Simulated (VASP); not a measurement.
# Au in VASP: notebook, part 2 of 2

VASP 6.6.1. Earlier steps stand in the parts before.

## (3) Relaxation of shape and atoms at fixed volume, PBEsol (15.49 Å³/atom)

This run uses another cell than the first one, of 15.49 Å³/atom.

File INCAR:

```
SYSTEM = Au
PREC     = Accurate       ! precision mode
ENCUT    = 600            ! plane-wave cutoff, eV
EDIFF    = 1E-7           ! SCF threshold, eV
ISMEAR   = 0              ! smearing method
SIGMA    = 0.1            ! smearing width, eV
LREAL    = .FALSE.        ! projectors in reciprocal space
LASPH    = .TRUE.         ! aspherical terms in the spheres
NELM     = 80             ! most SCF steps
ALGO     = Fast           ! electronic algorithm
ISIF     = 4              ! what is computed and relaxed
LWAVE    = .FALSE.        ! write WAVECAR
LCHARG   = .FALSE.        ! write CHGCAR
GGA      = PS             ! functional
IBRION   = 2              ! ionic algorithm
NSW      = 50             ! ionic steps
EDIFFG   = -0.01          ! ionic threshold
```

File KPOINTS:

```
Automatic mesh
0
G
  16 14 10
  0 0 0
```

File POSCAR:

```
Au
1.0
    2.7884261588     -0.0172529596      0.3441811889
   -0.0278765397      2.7888556908      0.3685249170
   -0.4791475420     -0.5143407836      3.8560899960
Au
2
Direct
    0.2500000000      0.2500000000      0.7500000000
    0.7500000000      0.7500000000      0.2500000000
```

Potentials or basis: VASP PAW PBE potentials, release 64 (Au).

Command:

```sh
> cat potpaw_PBE.64/Au/POTCAR > POTCAR
> mpirun -np 1 vasp_std > vasp.out
```

OUTCAR:

```text
SYSTEM = Au
   PREC = Accurate
   ENCUT = 600
   EDIFF = 1E-7
   ISMEAR = 0
   LREAL = .FALSE.
   LASPH = .TRUE.
   NELM = 80
   ISIF = 4
   GGA = PS
   IBRION = 2
   NSW = 50
   EDIFFG = -0.01

 ion  position               nearest neighbor table
   1  0.250  0.250  0.750-   2 2.79   2 2.79   2 2.79   2 2.79   2 2.79   2 2.79   2 2.79   2 2.79

   2  0.750  0.750  0.250-   1 2.79   1 2.79   1 2.79   1 2.79   1 2.79   1 2.79   1 2.79   1 2.79

  LATTYP: Found a simple monoclinic cell.
 ALAT       =     2.8096403326
 B/A-ratio  =     1.3950673858
 C/A-ratio  =     1.0012802028
 COS(beta)  =    -0.0001254597

  Lattice vectors:

 A1 = (   2.7884261588,  -0.0172529596,   0.3441811889)
 A2 = (  -0.4791475420,  -0.5143407836,   3.8560899960)
 A3 = (   0.0278765397,  -2.7888556908,  -0.3685249170)

Analysis of symmetry for initial positions (statically):
=====================================================================
 Subroutine PRICEL returns following result:

  LATTYP: Found a base centered monoclinic cell.
 ALAT       =     3.9757262562
 B/A-ratio  =     0.9858922222
 C/A-ratio  =     0.7066986386
 COS(beta)  =    -0.7066098628

  Lattice vectors:

 A1 = (  -1.1685775783,   1.6602247170,  -1.9158731339)
 A2 = (  -1.6477251203,   1.1458839334,   1.9402168621)
 A3 = (   2.7884261588,  -0.0172529596,   0.3441811889)

   2 primitive cells build up your supercell.

 Routine SETGRP: Setting up the symmetry group for a
 simple monoclinic supercell.

 Subroutine GETGRP returns: Found  4 space group operations
 (whereof  2 operations were pure point group operations)
 out of a pool of  4 trial point group operations.

The static configuration has the point symmetry S_2 .
 The point group associated with its full space group is C_2h.

Analysis of symmetry for dynamics (positions and initial velocities):
=====================================================================
 Subroutine PRICEL returns following result:

  LATTYP: Found a base centered monoclinic cell.
 ALAT       =     3.9757262562
 B/A-ratio  =     0.9858922222
 C/A-ratio  =     0.7066986386
 COS(beta)  =    -0.7066098628

  Lattice vectors:

 A1 = (  -1.1685775783,   1.6602247170,  -1.9158731339)
 A2 = (  -1.6477251203,   1.1458839334,   1.9402168621)
 A3 = (   2.7884261588,  -0.0172529596,   0.3441811889)

   2 primitive cells build up your supercell.

 Routine SETGRP: Setting up the symmetry group for a
 simple monoclinic supercell.

 Subroutine GETGRP returns: Found  4 space group operations
 (whereof  2 operations were pure point group operations)
 out of a pool of  4 trial point group operations.

The dynamic configuration has the point symmetry S_2 .
 The point group associated with its full space group is C_2h.

 Subroutine INISYM returns: Found  4 space group operations
 (whereof  2 operations are pure point group operations),
 and found     2 'primitive' translations

----------------------------------------------------------------------------------------

                                     Primitive cell
[... 72 lines left out ...]
   number of dos      NEDOS =    301   number of ions     NIONS =      2
   total plane-waves  NPLWV =  18432
   dimension x,y,z NGX =    24 NGY =   24 NGZ =   32
   dimension x,y,z NGXF=    48 NGYF=   48 NGZF=   64
   ions per type =               2
   NGX,Y,Z   is equivalent  to a cutoff of  14.20, 14.18, 13.57 a.u.
   NGXF,Y,Z  is equivalent  to a cutoff of  28.40, 28.37, 27.14 a.u.
 SYSTEM =  Au
   PREC   = accura    normal or accurate (medium, high low for compatibility)
   ISTART =      0    job   : 0-new  1-cont  2-samecut
   ICHARG =      2    charge: 1-file 2-atom 10-const
   ISPIN  =      1    spin polarized calculation?
   LNONCOLLINEAR =      F non collinear calculations
   LSORBIT =      F    spin-orbit coupling
   LASPH  =      T    aspherical Exc in radial PAW
   ENCUT  =  600.0 eV  44.10 Ry    6.64 a.u.   5.61  5.62  7.83*2*pi/ulx,y,z
   NELM   =     80;   NELMIN=  2; NELMDL= -5     # of ELM steps
   EDIFF  = 0.1E-06   stopping-criterion for ELM
   LREAL  =      F    real-space projection
   EDIFFG = -.1E-01   stopping-criterion for IOM
   NSW    =     50    number of steps for IOM
   IBRION =      2    ionic relax: 0-MD 1-quasi-New 2-CG
   NFREE  =      1    steps in history (QN), initial steepest desc. (CG)
   ISIF   =      4    stress and relaxation
   ISYM   =      2    0-nonsym 1-usesym 2-fastsym
   POTIM  = 0.5000    time-step for ionic-motion
   TEBEG  =    0.0;   TEEND  =   0.0 temperature during run
   PSTRESS=    0.0 pullay stress
   NELECT =      22.0000    total number of electrons
   NUPDOWN=      -1.0000    fix difference up-down
   EMIN   =  10.00;   EMAX   =-10.00  energy-range for DOS
   EFERMI =   0.00;   METHOD = LEGACY
   ISMEAR =     0;   SIGMA  =   0.10  broadening in eV -4-tet -1-fermi 0-gaus
   EFERMI_NEDOS =   21; number of points for ismear=-14 and -15
   IALGO  =     68    algorithm
   IMIX   =      4    mixing-type and parameters
     AMIX     =   0.40;   BMIX     =  1.00
     AMIX_MAG =   1.60;   BMIX_MAG =  1.00
  volume/ion in A,a.u.               =      15.49       104.54
  Fermi-wavevector in a.u.,A,eV,Ry     =   1.460544  2.760028 29.023806  2.133190
  Thomas-Fermi vector in A             =   2.576981
   LORBIT       =      0    0 simple, 1 ext, 2 COOP (PROOUT), +10 PAW based schemes
   GGA     = PS    functional components
   LHFCALC =     F    Hartree Fock is set to
   AEXX    =    0.0000 exact exchange contribution
   IVDW    =     0    specifies the selected vdW correction
   LEPSILON=     F    determine dielectric tensor
   LRPA    =     F    only Hartree local field effects (RPA)
 conjugate gradient relaxation of ions
 non-spin polarized calculation
 RMM-DIIS sequential band-by-band and
 Gauss-broadening in eV      SIGMA  =   0.10
  energy-cutoff  :      600.00
  volume of cell :       30.98
 maximum number of plane-waves:      1055
   NGX = 11   NGY = 11   NGZ = 15

--------------------------------------- Ionic step        1  -------------------------------------------

 number of electron      21.9999996 magnetization

 Free energy of the ion-electron system (eV)
  ---------------------------------------------------
  ext. energy  EPLUGINS =         0.00000000
  ---------------------------------------------------
  free energy    TOTEN  =        -7.66731477 eV

  energy without entropy =       -7.66452574  energy(sigma->0) =       -7.66592026

------------------------ aborting loop because EDIFF is reached ----------------------------------------

  FORCE on cell =-STRESS in cart. coord.  units (eV):
  Direction    XX          YY          ZZ          XY          YZ          ZX
  --------------------------------------------------------------------------------------
  -------------------------------------------------------------------------------------
  Total        4.1147235      4.1224902      4.1514070     -0.0000463     -0.0040121     -0.0047035
  in kB      212.7885449    213.1901891    214.6855895     -0.0023935     -0.2074828     -0.2432354
  external PRESSURE =     213.5547745 kB  Pullay stress =       0.0000000 kB
[... 59 lines left out ...]
--------------------------------------- Ionic step        3  -------------------------------------------

 number of electron      21.9999996 magnetization

 Free energy of the ion-electron system (eV)
  ---------------------------------------------------
  ext. energy  EPLUGINS =         0.00000000
  ---------------------------------------------------
  free energy    TOTEN  =        -7.66737088 eV

  energy without entropy =       -7.66456776  energy(sigma->0) =       -7.66596932

 E-fermi :  10.9965     XC(G=0): -13.4556

 val. band max:       10.9746089562   @ k =  -0.1250   0.2857   0.4000
 cond. band min:      10.9991487972   @ k =   0.1250   0.4286   0.5000
 fundamental gap:      0.0245398411
 Fermi energy:        10.9964957442

 k-point     1 :       0.0000    0.0000    0.0000
  band No.  band energies     occupation
      1      -0.0223      2.00000
      2       2.9397      2.00000
      3       3.3074      2.00000
      4       5.6811      2.00000
      5       5.7027      2.00000
      6       5.8044      2.00000
      7       7.4736      2.00000
      8       7.5992      2.00000
      9       8.9105      2.00000
     10       9.3474      2.00000
     11       9.3490      2.00000
     12      11.7776      0.00000
     13      17.7170      0.00000
     14      21.0075      0.00000
[... 401 lines left out ...]
      2       3.2764      2.00000
      3       3.6237      2.00000
      4       5.4287      2.00000
      5       5.9272      2.00000
      6       6.0414      2.00000
      7       7.2096      2.00000
      8       7.6786      2.00000
      9       7.8361      2.00000
     10       8.4528      2.00000
     11       9.3051      2.00000
     12      13.6584      0.00000
     13      16.9938      0.00000
     14      20.2345      0.00000
     15      21.4012      0.00000

 [... further k-points ...]
[... 5 lines left out ...]
  --------------------------------------------------------------------------------------
  -------------------------------------------------------------------------------------
  Total        4.1287525      4.1175727      4.1395758      0.0002533     -0.0029793     -0.0013818
  in kB      213.5140393    212.9358867    214.0737524      0.0130998     -0.1540708     -0.0714580
  external PRESSURE =     213.5078928 kB  Pullay stress =       0.0000000 kB
[... 17 lines left out ...]
  FREE ENERGIE OF THE ION-ELECTRON SYSTEM (eV)
  ---------------------------------------------------
  free  energy   TOTEN  =        -7.6673708761 eV

  energy  without entropy=       -7.6645677578  energy(sigma->0) =       -7.66596932

 reached required accuracy - stopping structural energy minimisation
```

Wall time 3.9 min (1 thread of AMD EPYC 9R45 (Zen 5), shared host); peak memory 0.41 GiB.

Results:

* Free energy: -7.6674 eV
* Energy gained by relaxing: 0.0 meV/atom
* Ionic steps: 3
* Pressure after relaxing: 21.4 GPa
* Band gap on the k mesh: zero (bands 11 and 12 overlap by 8.02 eV)

Stress tensor (GPa, compression positive):
```
21.35  0.00 -0.01
 0.00 21.29 -0.02
-0.01 -0.02 21.41
```

Final structure:
```
CELL_PARAMETERS angstrom
2.78429 -0.01739 0.34365
-0.02802 2.78682 0.36824
-0.48021 -0.51548 3.86465
ATOMIC_POSITIONS crystal
Au 0.25000 0.25000 0.75000
Au 0.75000 0.75000 0.25000
```

Caveat: the PAW data sets were made with another functional, which shifts forces and pressure a little; spin-orbit coupling is left out, which moves the levels of the heavy elements.

## (4) Relaxation of shape and atoms at fixed volume, PBEsol (16.00 Å³/atom)

This run uses another cell than the first one, of 16.00 Å³/atom.

File INCAR:

```
PREC     = Accurate       # precision mode
ENCUT    = 600            # plane-wave cutoff, eV
EDIFF    = 1E-6           # SCF threshold, eV
ISMEAR   = 0              # smearing method
SIGMA    = 0.1            # smearing width, eV
LREAL    = F              # projectors in reciprocal space
LASPH    = T              # aspherical terms in the spheres
NELM     = 80             # most SCF steps
ALGO     = Fast           # electronic algorithm
ISIF     = 4              # what is computed and relaxed
LWAVE    = F              # write WAVECAR
LCHARG   = F              # write CHGCAR
GGA      = PS             # functional
IBRION   = 2              # ionic algorithm
NSW      = 50             # ionic steps
EDIFFG   = -0.01          # ionic threshold
```

File KPOINTS:

```
regular mesh
0
Gamma
  16 14 10
```

File POSCAR:

```
Au
1.0
    2.8187375135     -0.0174405065      0.3479225819
   -0.0281795693      2.8191717147      0.3725309365
   -0.4843560755     -0.5199318823      3.8980073017
Au
2
Direct
    0.2500000000      0.2500000000      0.7500000000
    0.7500000000      0.7500000000      0.2500000000
```

Command:

```sh
> cat potpaw_PBE.64/Au/POTCAR > POTCAR
> mpirun -np 1 vasp_std > vasp.out
```

Wall time 1.9 min (1 thread of AMD EPYC 9R45 (Zen 5), shared host); peak memory 0.41 GiB.

The run converged. Its results:

* Free energy: -7.7751 eV
* Pressure after relaxing: 12.7 GPa
* Band gap on the k mesh: zero (bands 11 and 12 overlap by 7.75 eV)

Stress tensor (GPa, compression positive):
```
12.68  0.00 -0.01
 0.00 12.69 -0.01
-0.01 -0.01 12.78
```

Final structure:
```xyz
2
Lattice="2.8187 -0.0174 0.3479 -0.0282 2.8192 0.3725 -0.4844 -0.5199 3.8980" Properties=species:S:1:pos:R:3 pbc="T T T"
Au    0.3344    0.3105    3.1036
Au    1.9718    1.9713    1.5148
```

Levels at points of the mesh, in eV from the Fermi level:
| k point | band 9 | band 10 | band 11 | band 12 | band 13 | band 14 |
| --- | --- | --- | --- | --- | --- | --- |
| (0.00, 0.00, 0.00) | -2.04 | -1.63 | -1.63 | 0.94 | 6.50 | 9.92 |
| (0.50, 0.00, 0.00) | -3.41 | -3.41 | -0.29 | -0.29 | 9.04 | 9.04 |
| (0.00, 0.50, 0.00) | -3.40 | -3.40 | -0.32 | -0.32 | 9.03 | 9.03 |
| (0.50, 0.50, 0.00) | -1.58 | -1.58 | 0.67 | 0.68 | 6.15 | 6.15 |
| (0.00, 0.00, 0.50) | -3.72 | -3.72 | -2.77 | -2.77 | 15.18 | 15.20 |
| (0.50, 0.00, 0.50) | -1.96 | -1.96 | -1.34 | -1.34 | 3.41 | 3.41 |
| (0.00, 0.50, 0.50) | -1.96 | -1.96 | -1.35 | -1.35 | 3.39 | 3.39 |
| (0.50, 0.50, 0.50) | -1.69 | -1.69 | 4.89 | 4.89 | 6.49 | 6.50 |

Caveat: the PAW data sets were made with another functional, which shifts forces and pressure a little; spin-orbit coupling is left out, which moves the levels of the heavy elements.

## (5) Overview

| cell | gap on the mesh (eV) | pressure (GPa) |
| --- | --- | --- |
| relaxed from a = 2.772, b = 2.774, c = 3.896 Å, 2 atoms | none | 31.9 |
| relaxed from a = 2.810, b = 2.813, c = 3.920 Å, 2 atoms | none | 21.4 |
| relaxed from a = 2.840, b = 2.844, c = 3.962 Å, 2 atoms | none | 12.7 |

Alike in all rows: task relaxation of shape and atoms at fixed volume; level PBEsol; potentials or basis VASP PAW PBE potentials, release 64 (Au); no spin polarisation; k mesh 16 × 14 × 10; cutoff (eV) 600; smearing gaussian 0.1 eV.

Caveats: the PAW data sets were made with another functional, which shifts forces and pressure a little; spin-orbit coupling is left out, which moves the levels of the heavy elements.

Absolute energies hang on the potentials; compare differences alone.

The gap in the log of VASP goes by the Fermi energy; the results here count the filled bands.